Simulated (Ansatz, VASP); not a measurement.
**Rh: VASP beside Ansatz**

```
Rh
1.0
     0.00000    1.88253    1.90155
     1.88253    0.00000    1.90155
     1.88253    1.88253    0.00000
Rh
1
Direct
  0.00000 0.00000 0.00000
```

Change from the starting cell: equal xx and yy strain of -1 %.

Alike in both runs: task single point; functional PBEsol; k mesh 16 × 16 × 16; occupations fermi-dirac, width 0.08 eV; no spin polarisation.

```csv
,VASP,Ansatz
version,VASP 6.6.1,Ansatz 0.2.0
potentials or method,"VASP PAW PBE potentials, release 64 (Rh_pv), cutoff 520 eV","all-electron LAPW, scalar-relativistic"
```

```csv
,VASP,Ansatz,Ansatz less VASP
pressure (GPa),0.7,0.8,+0.08
"traceless stress, the component that is largest in VASP (GPa)",-1.73,-1.74,-0.005
```

VASP's potentials were made for PBE, not for PBEsol. Ansatz ran all-electron here, and VASP with PAW potentials.
